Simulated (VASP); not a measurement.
Runs of VASP 6.6.1 on Au. The structure is that of space group P6_3/mmc (No. 194), or close to it. The cells are those of the table. This isn't the form of Au at room conditions, which is fcc.

```csv
cell,gap on the mesh (eV),pressure (GPa)
"a = 2.938, b = 2.938, c = 4.944 Å, angles 90.0, 90.0, 120.0°, 2 atoms",none,(b)
"a = 2.957, b = 2.957, c = 4.976 Å, angles 90.0, 90.0, 120.0°, 2 atoms",none,-20.0
"a = 2.900, b = 2.900, c = 4.978 Å, angles 90.0, 90.0, 120.0°, 2 atoms",none,-16.1
"a = 2.842, b = 2.842, c = 4.880 Å, angles 90.0, 90.0, 120.0°, 2 atoms",none,(a)
"a = 2.861, b = 2.861, c = 4.814 Å, angles 90.0, 90.0, 120.0°, 2 atoms",none,-8.4
```

Alike in all rows: task electric field gradients; level LDA; potentials or basis VASP PAW LDA potentials, release 64 (Au_sv_GW); no spin polarisation; k mesh 14 × 14 × 8; cutoff (eV) 400; smearing fermi-dirac 0.03 eV.

**Question.** Estimate the missing entries.

**Answer.** (a) -8.2; (b) -18.3.

Caveats: the cell stands under tension; spin-orbit coupling is left out, which moves the levels of the heavy elements.

A k mesh can miss the band edges, and the runs leave out spin-orbit coupling on Au.

A gap of «none» marks levels without a gap at the run's occupations.
